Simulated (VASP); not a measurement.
# As (P6/mmm) in VASP: further runs

Runs on As. Level: PBE. Tasks: relaxation of cell and atoms, single point.

All numbers are computed with VASP 6.6.1; they aren't measurements. Logs are shortened: lines on timing, memory, paths and dates and some standing lists are left out, and cuts for length are marked.

### Step 1. The cell of the first run

The structure is hexagonal, space group P6/mmm (No. 191). The conventional cell has a = 2.895 Å, b = 2.895 Å, c = 2.722 Å, α = 90.00°, β = 90.00°, γ = 120.00°. Within 3.6 Å of As (site symmetry 6/mmm) lie 8 As at 2.72 to 2.90 Å.

### Step 2. Relaxation of cell and atoms, PBE

The input, INCAR:

```
SYSTEM = As
ALGO = Normal
EDIFF = 1E-6
EDIFFG = -0.005
ENCUT = 600
GGA = PE
IBRION = 2
ISIF = 3
ISMEAR = -1
LASPH = .True.
LCHARG = .False.
LREAL = .False.
LWAVE = .False.
NELM = 60
NSW = 60
PREC = Accurate
SIGMA = 0.05
```

The input, KPOINTS:

```
k-points
0
Gamma
  15 15 14
  0 0 0
```

The input, POSCAR:

```
As
1.0
    2.8954060997      0.0000000000      0.0000000000
   -1.4477030498      2.5074952366      0.0000000000
    0.0000000000      0.0000000000      2.7216817337
As
1
Direct
    0.0000000000      0.0000000000      0.0000000000
```

Potentials or basis: VASP PAW PBE potentials, release 64 (As).

Command:

```sh
$ cat potpaw_PBE.64/As/POTCAR > POTCAR
$ mpirun -np 1 vasp_std > vasp.out
```

OUTCAR:

```text
SYSTEM = As
   EDIFF = 1E-6
   EDIFFG = -0.005
   ENCUT = 600
   GGA = PE
   IBRION = 2
   ISIF = 3
   ISMEAR = -1
   LASPH = .True.
   LREAL = .False.
   NELM = 60
   NSW = 60
   PREC = Accurate

 ion  position               nearest neighbor table
   1  0.000  0.000  0.000-

  LATTYP: Found a hexagonal cell.
 ALAT       =     2.8954060997
 C/A-ratio  =     0.9400000000

  Lattice vectors:

 A1 = (   2.8954060997,   0.0000000000,   0.0000000000)
 A2 = (  -1.4477030498,   2.5074952366,   0.0000000000)
 A3 = (   0.0000000000,   0.0000000000,   2.7216817337)

Analysis of symmetry for initial positions (statically):
=====================================================================
 Subroutine PRICEL returns:
 Original cell was already a primitive cell.

 Routine SETGRP: Setting up the symmetry group for a
 hexagonal supercell.

 Subroutine GETGRP returns: Found 24 space group operations
 (whereof 24 operations were pure point group operations)
 out of a pool of 24 trial point group operations.

The static configuration has the point symmetry D_6h.

Analysis of symmetry for dynamics (positions and initial velocities):
=====================================================================
 Subroutine PRICEL returns:
 Original cell was already a primitive cell.

 Routine SETGRP: Setting up the symmetry group for a
 hexagonal supercell.

 Subroutine GETGRP returns: Found 24 space group operations
 (whereof 24 operations were pure point group operations)
 out of a pool of 24 trial point group operations.

The dynamic configuration has the point symmetry D_6h.

 Subroutine INISYM returns: Found 24 space group operations
 (whereof 24 operations are pure point group operations),
 and found     1 'primitive' translations

----------------------------------------------------------------------------------------

                                     Primitive cell

  volume of cell :      19.7600

  direct lattice vectors                    reciprocal lattice vectors
     2.895406100  0.000000000  0.000000000     0.345374695  0.199402173  0.000000000
    -1.447703050  2.507495237  0.000000000     0.000000000  0.398804347  0.000000000
     0.000000000  0.000000000  2.721681734     0.000000000  0.000000000  0.367419889

  length of vectors
     2.895406100  2.895406100  2.721681734     0.398804347  0.398804347  0.367419889

  position of ions in fractional coordinates (direct lattice)
     0.000000000  0.000000000  0.000000000

  ion indices of the primitive-cell ions
   primitive index   ion index
                 1           1

----------------------------------------------------------------------------------------

 KPOINTS: k-points

Automatic generation of k-mesh.
 Grid dimensions read from file:
 generate k-points for:   15   15   14

 Generating k-lattice:

  Cartesian coordinates                     Fractional coordinates (reciprocal lattice)
     0.023024980  0.013293478  0.000000000     0.066666667  0.000000000  0.000000000
     0.000000000  0.026586956  0.000000000     0.000000000  0.066666667  0.000000000
     0.000000000  0.000000000  0.026244278     0.000000000  0.000000000  0.071428571

  Length of vectors
     0.026586956  0.026586956  0.026244278

  Shift w.r.t. Gamma in fractional coordinates (k-lattice)
     0.000000000  0.000000000  0.000000000

 Subroutine IBZKPT returns following result:
 ===========================================

 Found    216 irreducible k-points:

 Following reciprocal coordinates:
            Coordinates               Weight
  0.000000  0.000000  0.000000      1.000000
  0.066667  0.000000  0.000000      6.000000
  0.133333  0.000000  0.000000      6.000000
  0.200000  0.000000  0.000000      6.000000
  0.266667  0.000000  0.000000      6.000000
  0.333333 -0.000000  0.000000      6.000000
[... 16 lines left out ...]
  0.333333  0.200000  0.000000     12.000000
  0.400000  0.200000  0.000000      6.000000
 [... further k-points ...]
   k-points           NKPTS =    216   k-points in BZ     NKDIM =    216   number of bands    NBANDS=      6
   number of dos      NEDOS =    301   number of ions     NIONS =      1
   total plane-waves  NPLWV =  13824
   dimension x,y,z NGX =    24 NGY =   24 NGZ =   24
   dimension x,y,z NGXF=    48 NGYF=   48 NGZF=   48
   ions per type =               1
   NGX,Y,Z   is equivalent  to a cutoff of  13.78, 13.78, 14.66 a.u.
   NGXF,Y,Z  is equivalent  to a cutoff of  27.56, 27.56, 29.32 a.u.
 SYSTEM =  As
   PREC   = accura    normal or accurate (medium, high low for compatibility)
   ISTART =      0    job   : 0-new  1-cont  2-samecut
   ICHARG =      2    charge: 1-file 2-atom 10-const
   ISPIN  =      1    spin polarized calculation?
   LNONCOLLINEAR =      F non collinear calculations
   LSORBIT =      F    spin-orbit coupling
   LASPH  =      T    aspherical Exc in radial PAW
   ENCUT  =  600.0 eV  44.10 Ry    6.64 a.u.   5.78  5.78  5.44*2*pi/ulx,y,z
   NELM   =     60;   NELMIN=  2; NELMDL= -5     # of ELM steps
   EDIFF  = 0.1E-05   stopping-criterion for ELM
   LREAL  =      F    real-space projection
   EDIFFG = -.5E-02   stopping-criterion for IOM
   NSW    =     60    number of steps for IOM
   IBRION =      2    ionic relax: 0-MD 1-quasi-New 2-CG
   NFREE  =      1    steps in history (QN), initial steepest desc. (CG)
   ISIF   =      3    stress and relaxation
   ISYM   =      2    0-nonsym 1-usesym 2-fastsym
   POTIM  = 0.5000    time-step for ionic-motion
   TEBEG  =    0.0;   TEEND  =   0.0 temperature during run
   PSTRESS=    0.0 pullay stress
   NELECT =       5.0000    total number of electrons
   NUPDOWN=      -1.0000    fix difference up-down
   EMIN   =  10.00;   EMAX   =-10.00  energy-range for DOS
   EFERMI =   0.00;   METHOD = LEGACY
   ISMEAR =    -1;   SIGMA  =   0.05  broadening in eV -4-tet -1-fermi 0-gaus
   EFERMI_NEDOS =   21; number of points for ismear=-14 and -15
   IALGO  =     38    algorithm
   IMIX   =      4    mixing-type and parameters
     AMIX     =   0.40;   BMIX     =  1.00
     AMIX_MAG =   1.60;   BMIX_MAG =  1.00
  volume/ion in A,a.u.               =      19.76       133.35
  Fermi-wavevector in a.u.,A,eV,Ry     =   1.035466  1.956747 14.588029  1.072190
  Thomas-Fermi vector in A             =   2.169811
   LORBIT       =      0    0 simple, 1 ext, 2 COOP (PROOUT), +10 PAW based schemes
   GGA     = PE    functional components
   LHFCALC =     F    Hartree Fock is set to
   AEXX    =    0.0000 exact exchange contribution
   IVDW    =     0    specifies the selected vdW correction
   LEPSILON=     F    determine dielectric tensor
   LRPA    =     F    only Hartree local field effects (RPA)
 conjugate gradient relaxation of ions
 non-spin polarized calculation
  energy-cutoff  :      600.00
  volume of cell :       19.76
 maximum number of plane-waves:       671
 NGX is ok and might be reduce to    24
   NGX = 11   NGY = 11   NGZ = 11

--------------------------------------- Ionic step        1  -------------------------------------------

 number of electron       5.0000000 magnetization

 Free energy of the ion-electron system (eV)
  ---------------------------------------------------
  ext. energy  EPLUGINS =         0.00000000
  ---------------------------------------------------
  free energy    TOTEN  =        -4.39230610 eV

  energy without entropy =       -4.38824529  energy(sigma->0) =       -4.39027569

------------------------ aborting loop because EDIFF is reached ----------------------------------------

  FORCE on cell =-STRESS in cart. coord.  units (eV):
  Direction    XX          YY          ZZ          XY          YZ          ZX
  --------------------------------------------------------------------------------------
  -------------------------------------------------------------------------------------
  Total        0.1872713      0.1872713      0.1228501      0.0000000      0.0000000      0.0000000
  in kB       15.1843026     15.1843026      9.9609137      0.0000000      0.0000000      0.0000000
  external PRESSURE =      13.4431730 kB  Pullay stress =       0.0000000 kB
[... 55 lines left out ...]
  energy  without entropy=       -4.3893469353  energy(sigma->0) =       -4.39135315

--------------------------------------- Ionic step        3  -------------------------------------------

 number of electron       5.0000000 magnetization

 Free energy of the ion-electron system (eV)
  ---------------------------------------------------
  ext. energy  EPLUGINS =         0.00000000
  ---------------------------------------------------
  free energy    TOTEN  =        -4.39367125 eV

  energy without entropy =       -4.38964417  energy(sigma->0) =       -4.39165771

 E-fermi :   5.9026     XC(G=0): -10.4471

 val. band max:        5.8969666434   @ k =   0.4667   0.0667   0.2857
 cond. band min:       5.9185891134   @ k =   0.4000   0.1333   0.2857
 fundamental gap:      0.0216224700
 Fermi energy:         5.9026253728

 k-point     1 :       0.0000    0.0000    0.0000
  band No.  band energies     occupation
      1      -8.9258      2.00000
      2       9.8247      0.00000
      3      10.8340      0.00000
      4      10.8340      0.00000
      5      14.3205      0.00000
      6      17.5154      0.00000

 k-point     2 :       0.0667    0.0000    0.0000
  band No.  band energies     occupation
      1      -8.8299      2.00000
      2       9.9088      0.00000
      3       9.9525      0.00000
      4      10.5976      0.00000
      5      14.5528      0.00000
      6      17.2482      0.00000
[... 190 lines left out ...]
 k-point    24 :       0.4000    0.2000    0.0000
  band No.  band energies     occupation
      1      -4.6289      2.00000
      2       0.0604      2.00000
      3       3.6901      2.00000
      4      12.8708      0.00000
      5      17.6495      0.00000
      6      19.7905      0.00000

 [... further k-points ...]
[... 5 lines left out ...]
  --------------------------------------------------------------------------------------
  -------------------------------------------------------------------------------------
  Total       -0.0000700     -0.0000700      0.0003171     -0.0000000     -0.0000000      0.0000000
  in kB       -0.0055819     -0.0055819      0.0253008     -0.0000000     -0.0000000      0.0000000
  external PRESSURE =       0.0047124 kB  Pullay stress =       0.0000000 kB
[... 16 lines left out ...]
  FREE ENERGIE OF THE ION-ELECTRON SYSTEM (eV)
  ---------------------------------------------------
  free  energy   TOTEN  =        -4.3936712496 eV

  energy  without entropy=       -4.3896441740  energy(sigma->0) =       -4.39165771

 reached required accuracy - stopping structural energy minimisation
```

It took 15 s on 1 thread of Intel Xeon Platinum 8488C (Sapphire Rapids), shared host; peak memory 0.16 GiB.

Results:

| Property | Result |
| --- | --- |
| Free energy | -4.3937 eV |
| Relaxed volume | 20.08 Å³/atom |
| Relaxed cell | a = 2.913 Å, b = 2.913 Å, c = 2.733 Å, α = 90.00°, β = 90.00°, γ = 120.00° |
| Space group after relaxing (to 0.05 Å) | P6/mmm (No. 191) |
| Energy gained by relaxing | 1.4 meV/atom |
| Ionic steps | 3 |
| Pressure after relaxing | 0.0 GPa |

The path:
| step | energy change (eV) | largest force (eV/Å) | pressure (GPa) | volume (Å³) |
| --- | --- | --- | --- | --- |
| 1 | 0.0000 | 0.0000 | 1.34 | 19.76 |
| 2 | -0.0011 | 0.0000 | -0.59 | 20.24 |
| 3 | -0.0014 | 0.0000 | 0.00 | 20.08 |

Final structure:
```
As
1.0
     2.91300    0.00000    0.00000
    -1.45650    2.52273    0.00000
     0.00000    0.00000    2.73253
As
1
Direct
  0.00000 0.00000 0.00000
```

### Step 3. Single point, PBE (volume scaled by 0.4)

The input, INCAR:

```
ALGO     = Normal         # electronic algorithm
EDIFF    = 1E-6           # SCF threshold, eV
ENCUT    = 500            # plane-wave cutoff, eV
GGA      = PE             # functional
GGA_COMPAT= False        
ISIF     = 2              # what is computed and relaxed
ISMEAR   = -1             # smearing method
LASPH    = True           # aspherical terms in the spheres
LCHARG   = False          # write CHGCAR
LREAL    = False          # projectors in reciprocal space
LWAVE    = False          # write WAVECAR
NBANDS   = 8              # bands
NELM     = 120            # most SCF steps
PREC     = Accurate       # precision mode
SIGMA    = 0.05           # smearing width, eV
```

The input, KPOINTS:

```
k-points
0
Gamma
  15 15 14
```

The input, POSCAR:

```
As
1.0
    2.1489907106      0.0000000000      0.0000000000
   -1.0744953553      1.8610805479      0.0000000000
    0.0000000000      0.0000000000      2.0060561523
As
1
Direct
    0.0000000000      0.0000000000      0.0000000000
```

Potentials or basis: VASP PAW PBE potentials, release 64 (As).

Command:

```sh
$ cat potpaw_PBE.64/As/POTCAR > POTCAR
$ mpirun -np 1 vasp_std > vasp.out
```

OUTCAR:

```text
EDIFF = 1E-6
   ENCUT = 500
   GGA = PE
   ISIF = 2
   ISMEAR = -1
   LASPH = True
   LREAL = False
   NELM = 120
   PREC = Accurate

 ion  position               nearest neighbor table
   1  0.000  0.000  0.000-

  LATTYP: Found a hexagonal cell.
 ALAT       =     2.1489907106
 C/A-ratio  =     0.9334875867

  Lattice vectors:

 A1 = (   2.1489907106,   0.0000000000,   0.0000000000)
 A2 = (  -1.0744953553,   1.8610805479,   0.0000000000)
 A3 = (   0.0000000000,   0.0000000000,   2.0060561523)

Analysis of symmetry for initial positions (statically):
=====================================================================
 Subroutine PRICEL returns:
 Original cell was already a primitive cell.

 Routine SETGRP: Setting up the symmetry group for a
 hexagonal supercell.

 Subroutine GETGRP returns: Found 24 space group operations
 (whereof 24 operations were pure point group operations)
 out of a pool of 24 trial point group operations.

The static configuration has the point symmetry D_6h.

Analysis of symmetry for dynamics (positions and initial velocities):
=====================================================================
[... 153 lines left out ...]

  energy without entropy =        4.33786762  energy(sigma->0) =        4.33663753

 E-fermi :  21.8701     XC(G=0): -14.9025

 val. band max:       21.7036750460   @ k =   0.3333   0.3333   0.5000
 cond. band min:      21.8785241044   @ k =   0.2667   0.2667   0.3571
 fundamental gap:      0.1748490584
 Fermi energy:        21.8701354953

 k-point     1 :       0.0000    0.0000    0.0000
  band No.  band energies     occupation
      1      -6.2656      2.00000
      2      29.7870      0.00000
      3      32.1115      0.00000
      4      34.7940      0.00000
      5      34.7940      0.00000
      6      37.6645      0.00000
      7      37.8107      0.00000
      8      37.8107      0.00000
[... 243 lines left out ...]
 k-point    24 :       0.4000    0.2000    0.0000
  band No.  band energies     occupation
      1       6.2452      2.00000
      2       6.7373      2.00000
      3      15.3820      2.00000
      4      39.1900      0.00000
      5      41.4542      0.00000
      6      42.7739      0.00000
      7      43.1555      0.00000
      8      47.7200      0.00000

 [... further k-points ...]
[... 5 lines left out ...]
  --------------------------------------------------------------------------------------
  -------------------------------------------------------------------------------------
  Total       26.4667669     26.4667669     26.2805101      0.0000000     -0.0000000      0.0000000
  in kB     5285.2882883   5285.2882885   5248.0936922      0.0000000     -0.0000000      0.0000000
  external PRESSURE =    5272.8900897 kB  Pullay stress =       0.0000000 kB

 VOLUME and BASIS-vectors are now :
 -----------------------------------------------------------------------------
  energy-cutoff  :      500.00
  volume of cell :        8.02
      direct lattice vectors                 reciprocal lattice vectors
     2.148990711  0.000000000  0.000000000     0.465334724  0.268661128  0.000000000
    -1.074495355  1.861080548  0.000000000     0.000000000  0.537322257  0.000000000
     0.000000000  0.000000000  2.006056152     0.000000000  0.000000000  0.498490533

 POSITION                                       TOTAL-FORCE (eV/Angst)
 -----------------------------------------------------------------------------------
      0.00000      0.00000      0.00000        -0.000000      0.000000      0.000000
 -----------------------------------------------------------------------------------
    total drift:                               -0.000000     -0.000000     -0.000000

  FREE ENERGIE OF THE ION-ELECTRON SYSTEM (eV)
  ---------------------------------------------------
  free  energy   TOTEN  =         4.3354074351 eV

  energy  without entropy=        4.3378676218  energy(sigma->0) =        4.33663753
```

OSZICAR:

```text
N       E                     dE             d eps       ncg     rms          rms(c)
DAV:   1     0.102240545350E+02    0.10224E+02   -0.27184E+03  3784   0.505E+02
DAV:   2     0.400341601785E+01   -0.62206E+01   -0.60333E+01  4936   0.554E+01
DAV:   3     0.398554678060E+01   -0.17869E-01   -0.17866E-01  3880   0.339E+00
DAV:   4     0.398554501128E+01   -0.17693E-05   -0.17711E-05  5128   0.355E-02
DAV:   5     0.398554500892E+01   -0.23604E-08   -0.68267E-10  3872   0.137E-04    0.104E+01
DAV:   6     0.421283807129E+01    0.22729E+00   -0.25443E-02  4104   0.118E+00    0.639E+00
DAV:   7     0.433466562861E+01    0.12183E+00   -0.48121E-02  4272   0.169E+00    0.116E-01
DAV:   8     0.433540264483E+01    0.73702E-03   -0.11147E-03  4016   0.228E-01    0.630E-02
DAV:   9     0.433540623703E+01    0.35922E-05   -0.11597E-05  4888   0.246E-02    0.183E-02
DAV:  10     0.433540820531E+01    0.19683E-05   -0.28632E-07  3096   0.412E-03    0.573E-03
DAV:  11     0.433540743513E+01   -0.77018E-06   -0.21571E-08  2048   0.128E-03
   1 F= 0.43354074E+01 E0= 0.43366375E+01  d E =-.246019E-02
```

stdout:

```text
POSCAR found type information on POSCAR As
 POSCAR found :  1 types and       1 ions
 scaLAPACK will be used
 LDA part: xc-table for (Slater+PW92), standard interpolation
 POSCAR, INCAR and KPOINTS ok, starting setup
 FFT: planning ... GRIDC
 FFT: planning ... GRID_SOFT
 FFT: planning ... GRID
 WAVECAR not read
 entering main loop
```

Wall time 6 s (1 thread of Intel Xeon Platinum 8375C at 2.90GHz (Ice Lake), shared host); peak memory 0.12 GiB.

What came out:

```
Free energy : 4.3354 eV
Pressure    : 527.3 GPa
```

Caveat: the cell differs from its parent crystal (volume scaled by 0.4).
